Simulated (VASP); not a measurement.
# Ni (P-1) in VASP: notebook

Ni is run at these levels: PBE; tasks: relaxation of cell and atoms.

Everything below comes from runs of VASP 6.6.1. Logs are shortened: lines on timing, memory, paths and dates and some standing lists are left out, and cuts for length are marked.

### 1 The cell of the first run

The typed cell holds 2 atoms: a = 2.430 Å, b = 2.365 Å, c = 3.899 Å, α = 90.99°, β = 89.38°, γ = 108.95°.

### 2 Relaxation of cell and atoms, PBE, collinear spin, ferromagnetic start, target pressure 5 GPa, at which the enthalpy is minimised

The input, INCAR:

```
PREC = Accurate ; ENCUT = 600
EDIFF = 1E-7 ; ISMEAR = -1
SIGMA = 0.05 ; LREAL = False
LASPH = True ; NELM = 150
ALGO = Normal ; ISIF = 3
LWAVE = False ; LCHARG = False
ISPIN = 2 ; MAGMOM = 1 1
LORBIT = 11 ; LMAXMIX = 4
GGA = PE ; IBRION = 2
NSW = 60 ; EDIFFG = -0.01
PSTRESS = 50.0
```

The input, KPOINTS:

```
Automatic mesh
0
Gamma
  8 9 5
```

The input, POSCAR:

```
Ni
1.0
   -1.3842675000      1.4027401800      1.4212320000
    1.3509116500     -1.3798624300      1.3649984000
    2.7334598100      2.7808832700     -0.0104781100
Ni
2
Direct
    0.0032522200      0.9959975600      0.0006908000
    0.4967477800      0.5040024400      0.4993092000
```

Potentials or basis: VASP PAW PBE potentials, release 64 (Ni).

Started as:

```console
$ cat potpaw_PBE.64/Ni/POTCAR > POTCAR
$ mpirun -np 1 vasp_std > vasp.out
```

OUTCAR:

```text
PREC = Accurate
   ENCUT = 600
   EDIFF = 1E-7
   ISMEAR = -1
   LREAL = False
   LASPH = True
   NELM = 150
   ISIF = 3
   ISPIN = 2
   LORBIT = 11
   GGA = PE
   IBRION = 2
   NSW = 60
   EDIFFG = -0.01
   PSTRESS = 50.0

 ion  position               nearest neighbor table
   1  0.003  0.996  0.001-   2 2.39   2 2.39   2 2.40   2 2.41   2 2.72   2 2.75   2 2.76   2 2.81

   2  0.497  0.504  0.499-   1 2.39   1 2.39   1 2.40   1 2.41   1 2.72   1 2.75   1 2.76   1 2.81

  LATTYP: Found a triclinic cell.
 ALAT       =     2.3647839740
 B/A-ratio  =     1.1783418708
 C/A-ratio  =     1.6489403252
 COS(alpha) =     0.0052229270
 COS(beta)  =     0.0172294371
 COS(gamma) =     0.5655293548

  Lattice vectors:

 A1 = (   1.3509116500,  -1.3798624300,   1.3649984000)
 A2 = (  -0.0333558500,   0.0228777500,   2.7862304000)
 A3 = (  -2.7334598100,  -2.7808832700,   0.0104781100)

Analysis of symmetry for initial positions (statically):
=====================================================================
 Subroutine PRICEL returns:
 Original cell was already a primitive cell.

 Routine SETGRP: Setting up the symmetry group for a
 triclinic supercell.

 Subroutine GETGRP returns: Found  2 space group operations
 (whereof  1 operations were pure point group operations)
 out of a pool of  2 trial point group operations.

The static configuration has the point symmetry C_1 .
 The point group associated with its full space group is S_2 .

Analysis of symmetry for dynamics (positions and initial velocities):
=====================================================================
 Subroutine PRICEL returns:
 Original cell was already a primitive cell.

 Routine SETGRP: Setting up the symmetry group for a
 triclinic supercell.

 Subroutine GETGRP returns: Found  2 space group operations
 (whereof  1 operations were pure point group operations)
 out of a pool of  2 trial point group operations.

The dynamic configuration has the point symmetry C_1 .
 The point group associated with its full space group is S_2 .

Analysis of structural, dynamic, and magnetic symmetry:
=====================================================================
 Subroutine PRICEL returns:
 Original cell was already a primitive cell.

 Routine SETGRP: Setting up the symmetry group for a
 triclinic supercell.

 Subroutine GETGRP returns: Found  2 space group operations
 (whereof  1 operations were pure point group operations)
 out of a pool of  2 trial point group operations.

The overall configuration has the point symmetry C_1 .
 The point group associated with its full space group is S_2 .

 Subroutine INISYM returns: Found  2 space group operations
 (whereof  1 operations are pure point group operations),
 and found     1 'primitive' translations

----------------------------------------------------------------------------------------

                                     Primitive cell

  volume of cell :      21.1880

  direct lattice vectors                    reciprocal lattice vectors
    -1.384267500  1.402740180  1.421232000    -0.178470748  0.176766030  0.355319843
     1.350911650 -1.379862430  1.364998400     0.187227368 -0.182668080  0.362649177
     2.733459810  2.780883270 -0.010478110     0.182926089  0.179794086  0.000713642

  length of vectors
     2.429768903  2.364783974  3.899387655     0.435143916  0.447142193  0.256492449

  position of ions in fractional coordinates (direct lattice)
     0.003252220  0.995997560  0.000690800
     0.496747780  0.504002440  0.499309200

  ion indices of the primitive-cell ions
   primitive index   ion index
                 1           1
                 2           2

----------------------------------------------------------------------------------------

 KPOINTS: Automatic mesh

Automatic generation of k-mesh.
 Grid dimensions read from file:
 generate k-points for:    8    9    5

[... 45 lines left out ...]
   k-points           NKPTS =    181   k-points in BZ     NKDIM =    181   number of bands    NBANDS=     15
   number of dos      NEDOS =    301   number of ions     NIONS =      2
   total plane-waves  NPLWV =  12800
   dimension x,y,z NGX =    20 NGY =   20 NGZ =   32
   dimension x,y,z NGXF=    40 NGYF=   40 NGZF=   64
   ions per type =               2
   NGX,Y,Z   is equivalent  to a cutoff of  13.68, 14.06, 13.64 a.u.
   NGXF,Y,Z  is equivalent  to a cutoff of  27.37, 28.12, 27.29 a.u.
 SYSTEM =  unknown system
   PREC   = accura    normal or accurate (medium, high low for compatibility)
   ISTART =      0    job   : 0-new  1-cont  2-samecut
   ICHARG =      2    charge: 1-file 2-atom 10-const
   ISPIN  =      2    spin polarized calculation?
   LNONCOLLINEAR =      F non collinear calculations
   LSORBIT =      F    spin-orbit coupling
   LASPH  =      T    aspherical Exc in radial PAW
   ENCUT  =  600.0 eV  44.10 Ry    6.64 a.u.   4.85  4.72  7.79*2*pi/ulx,y,z
   NELM   =    150;   NELMIN=  2; NELMDL= -5     # of ELM steps
   EDIFF  = 0.1E-06   stopping-criterion for ELM
   LREAL  =      F    real-space projection
   EDIFFG = -.1E-01   stopping-criterion for IOM
   NSW    =     60    number of steps for IOM
   IBRION =      2    ionic relax: 0-MD 1-quasi-New 2-CG
   NFREE  =      1    steps in history (QN), initial steepest desc. (CG)
   ISIF   =      3    stress and relaxation
   ISYM   =      2    0-nonsym 1-usesym 2-fastsym
   POTIM  = 0.5000    time-step for ionic-motion
   TEBEG  =    0.0;   TEEND  =   0.0 temperature during run
   PSTRESS=   50.0 pullay stress
   NELECT =      20.0000    total number of electrons
   NUPDOWN=      -1.0000    fix difference up-down
   EMIN   =  10.00;   EMAX   =-10.00  energy-range for DOS
   EFERMI =   0.00;   METHOD = LEGACY
   ISMEAR =    -1;   SIGMA  =   0.05  broadening in eV -4-tet -1-fermi 0-gaus
   EFERMI_NEDOS =   21; number of points for ismear=-14 and -15
   IALGO  =     38    algorithm
   IMIX   =      4    mixing-type and parameters
     AMIX     =   0.40;   BMIX     =  1.00
     AMIX_MAG =   1.60;   BMIX_MAG =  1.00
  volume/ion in A,a.u.               =      10.59        71.49
  Fermi-wavevector in a.u.,A,eV,Ry     =   1.605910  3.034731 35.088724  2.578948
  Thomas-Fermi vector in A             =   2.702182
   LORBIT       =     11    0 simple, 1 ext, 2 COOP (PROOUT), +10 PAW based schemes
   GGA     = PE    functional components
   LHFCALC =     F    Hartree Fock is set to
   AEXX    =    0.0000 exact exchange contribution
   IVDW    =     0    specifies the selected vdW correction
   LEPSILON=     F    determine dielectric tensor
   LRPA    =     F    only Hartree local field effects (RPA)
 conjugate gradient relaxation of ions
 spin polarized calculation
  energy-cutoff  :      600.00
  volume of cell :       21.19
 maximum number of plane-waves:       720
   NGX =  9   NGY =  9   NGZ = 15

--------------------------------------- Ionic step        1  -------------------------------------------

 number of electron      20.0000006 magnetization       1.0854547

 Free energy of the ion-electron system (eV)
  ---------------------------------------------------
  ext. energy  EPLUGINS =         0.00000000
  ---------------------------------------------------
  free energy    TOTEN  =       -10.73978444 eV

  energy without entropy =      -10.71370065  energy(sigma->0) =      -10.72674255

------------------------ aborting loop because EDIFF is reached ----------------------------------------

  FORCE on cell =-STRESS in cart. coord.  units (eV):
  Direction    XX          YY          ZZ          XY          YZ          ZX
  --------------------------------------------------------------------------------------
  -------------------------------------------------------------------------------------
  Total        0.8474871      1.0336143      1.1002492     -0.0777422     -0.3723943      0.5270246
  in kB       64.0845294     78.1589243     83.1976667     -5.8786386    -28.1593811     39.8520792
  external PRESSURE =      25.1470402 kB  Pullay stress =      50.0000000 kB
[... 97 lines left out ...]
  energy  without entropy=      -10.7361652688  energy(sigma->0) =      -10.74925754

  enthalpy is  TOTEN    =       -10.0892879959 eV   P V=        0.6730618087

 E-fermi :  10.2605     XC(G=0): -13.6165

 val. band max:       10.2604909536   @ k =   0.5000   0.4444   0.0000
 cond. band min:      10.2615278375   @ k =   0.5000   0.2222   0.4000
 fundamental gap:      0.0010368839
 Fermi energy:        10.2605498247

 spin component 1

 k-point     1 :       0.0000    0.0000    0.0000
  band No.  band energies     occupation
      1       0.8444      1.00000
      2       5.2475      1.00000
      3       5.7961      1.00000
      4       7.2426      1.00000
      5       7.7171      1.00000
      6       7.9798      1.00000
      7       8.9160      1.00000
      8       9.2537      1.00000
      9       9.6340      1.00000
     10       9.8722      0.99958
     11       9.9585      0.99762
     12      12.7087      0.00000
[... 841 lines left out ...]
      4       7.1219      1.00000
      5       8.0301      1.00000
      6       8.9564      1.00000
      7       9.4201      1.00000
      8       9.6037      1.00000
      9       9.8441      0.99976
     10      10.1650      0.87107
     11      10.5391      0.00379
     12      16.6672      0.00000
     13      20.3495      0.00000
     14      21.0338      0.00000
     15      22.7033      0.00000

 [... further k-points ...]

[... ionic steps 4 to 38 ...]

--------------------------------------- Ionic step       39  -------------------------------------------

 number of electron      19.9999984 magnetization       1.2268407

------------------------ aborting loop because EDIFF is reached ----------------------------------------
[... 71 lines left out ...]
--------------------------------------- Ionic step       41  -------------------------------------------

 number of electron      19.9999984 magnetization       1.2274151

 Free energy of the ion-electron system (eV)
  ---------------------------------------------------
  ext. energy  EPLUGINS =         0.00000000
  ---------------------------------------------------
  free energy    TOTEN  =       -10.94978741 eV

  energy without entropy =      -10.92321513  energy(sigma->0) =      -10.93650127

 E-fermi :   9.7139     XC(G=0): -13.3947

 val. band max:        9.7103758896   @ k =  -0.0000  -0.0000   0.2000
 cond. band min:       9.7192076013   @ k =  -0.3750   0.4444   0.0000
 fundamental gap:      0.0088317118
 Fermi energy:         9.7139080545

 spin component 1

 k-point     1 :       0.0000    0.0000    0.0000
  band No.  band energies     occupation
      1       0.5395      1.00000
      2       4.9323      1.00000
      3       5.4080      1.00000
      4       7.2070      1.00000
      5       7.2275      1.00000
      6       7.2472      1.00000
      7       8.4371      1.00000
      8       8.4555      1.00000
      9       9.1804      0.99998
     10       9.2497      0.99991
     11       9.2602      0.99989
     12      12.2101      0.00000
[... 886 lines left out ...]
  energy  without entropy=      -10.9232151277  energy(sigma->0) =      -10.93650127

  enthalpy is  TOTEN    =       -10.2865402127 eV   P V=        0.6632471977

 reached required accuracy - stopping structural energy minimisation

 total charge

# of ion       s       p       d       tot
------------------------------------------
    1        0.508   0.518   8.327   9.353
    2        0.508   0.518   8.327   9.353
--------------------------------------------------
tot          1.016   1.037  16.653  18.706

 magnetization (x)

# of ion       s       p       d       tot
------------------------------------------
    1       -0.007  -0.026   0.656   0.624
    2       -0.007  -0.026   0.656   0.624
--------------------------------------------------
tot         -0.013  -0.051   1.312   1.247
```

Run time: 32 min. Hardware: 1 thread of Intel Xeon Platinum 8375C at 2.90GHz (Ice Lake), shared host; peak memory 0.3 GiB.

Results:

* Free energy: -10.9498 eV
* Relaxed volume: 10.63 Å³/atom
* Relaxed cell: a = 2.473 Å, b = 2.466 Å, c = 3.485 Å, α = 89.99°, β = 90.02°, γ = 90.11°
* Space group after relaxing (to 0.1 Å): Fm-3m (No. 225)
* Energy change on relaxing (the run minimises the enthalpy): -105.0 meV/atom
* Ionic steps: 41
* Pressure after relaxing: 4.9 GPa
* Largest force after relaxing: 0.004 eV/Å
* Net moment: 1.23 μB per cell
* Site moments: Ni +0.62 μB
* Valence electrons inside the program's atomic spheres: Ni 9.35

Forces on the atoms (eV/Å):
```
Ni   0.001 -0.002 -0.003
Ni  -0.001  0.002  0.003
```

Step by step:
```csv
step,energy change (eV),largest force (eV/Å),pressure (GPa),volume (Å³)
1,0.0000,0.0577,7.51,21.19
3,-0.0226,0.0233,3.55,21.57
5,-0.0185,0.0167,5.52,21.37
7,-0.0298,0.0376,6.20,21.31
9,-0.0422,0.1454,7.92,21.18
11,-0.0478,0.1869,6.62,21.33
13,-0.0494,0.1572,6.76,21.30
15,-0.0656,0.0814,3.81,21.57
17,-0.0695,0.0667,2.73,21.68
19,-0.0742,0.0901,4.47,21.48
21,-0.0747,0.2031,7.67,21.15
23,-0.0938,0.2401,8.42,21.05
25,-0.0049,0.3593,17.53,20.44
27,-0.1341,0.2734,8.55,21.02
29,-0.1700,0.2320,4.82,21.34
31,-0.1892,0.0920,2.34,21.57
33,-0.2062,0.0990,4.89,21.27
35,-0.2077,0.0443,5.43,21.21
37,-0.2102,0.0248,4.75,21.27
39,-0.2093,0.0062,5.16,21.23
41,-0.2100,0.0041,4.93,21.25
```

Final structure:
```
Ni
1.0
    -1.23753    1.23600    1.74853
     1.23573   -1.23467    1.74044
     2.46387    2.46455   -0.00041
Ni
2
Direct
  0.00015 0.00002 0.00002
  0.49985 0.49998 0.49998
```

Levels at points of the mesh, in eV from the Fermi level:
Spin up:
| k point | band 9 | band 10 | band 11 | band 12 | band 13 | band 14 |
| --- | --- | --- | --- | --- | --- | --- |
| (0.00, 0.00, 0.00) | -0.53 | -0.46 | -0.45 | 2.50 | 9.48 | 14.94 |
| (0.50, 0.00, 0.00) | -1.41 | -1.41 | 0.99 | 0.99 | 11.72 | 11.72 |
Spin down:
```csv
k point,band 7,band 8,band 9,band 10,band 11,band 12,band 13,band 14
"(0.00, 0.00, 0.00)",-0.70,-0.69,0.07,0.40,0.41,2.46,9.71,14.95
"(0.50, 0.00, 0.00)",-1.16,-1.16,-0.60,-0.60,1.56,1.56,11.91,11.91
```

Caveat: the cell is relaxed towards a set pressure, so the run minimises the enthalpy, not the energy.

(Continued in part 2 of 2.)
